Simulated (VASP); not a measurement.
A run of VASP 6.6.1:

POSCAR

```
SnO2
1.0
    0.0050669339      2.5385339043      2.5385339043
    2.5385339043      0.0050669339      2.5385339043
    2.5385339043      2.5385339043      0.0050669339
Sn O
1 2
Direct
    0.0000000000      0.0000000000      0.0000000000
    0.2500000000      0.2500000000      0.2500000000
    0.7500000000      0.7500000000      0.7500000000
```

INCAR.step1

```
PREC = Accurate
ENCUT = 1480
ISMEAR = 0
SIGMA = 0.01
LREAL = False
LASPH = True
NELM = 120
NBANDS = 20
GGA = PE
ALGO = Normal
EDIFF = 1E-5
LWAVE = True
LCHARG = False
GGA_COMPAT = False
```

File INCAR.step2:

```
PREC = Accurate
ENCUT = 1480
EDIFF = 1E-6
ISMEAR = 0
SIGMA = 0.01
LREAL = False
LASPH = True
NELM = 120
ALGO = Normal
ISIF = 2
LWAVE = False
LCHARG = False
METAGGA = R2SCAN
LMIXTAU = True
NBANDS = 20
ISTART = 1
GGA_COMPAT = False
```

The input KPOINTS:

```
regular mesh
0
Gamma
  8 8 8
```

Potentials or basis: VASP PAW PBE potentials, release 64 (Sn_d, O_h).

Launch:

```bash
$ cat potpaw_PBE.64/Sn_d/POTCAR potpaw_PBE.64/O_h/POTCAR > POTCAR
$ cp INCAR.step1 INCAR
$ mpirun -np 1 vasp_std > vasp.out
$ cp INCAR.step2 INCAR
$ mpirun -np 1 vasp_std > vasp.out
```

Hardware: 1 thread of Intel(R) Xeon(R) Platinum 8488C (Sapphire Rapids), on a shared host.

How long does it take, and how much memory?

It took 8.3 min on 1 thread of Intel(R) Xeon(R) Platinum 8488C (Sapphire Rapids), with other jobs on the host, peak memory 0.49 GiB. Counts: k points 65.
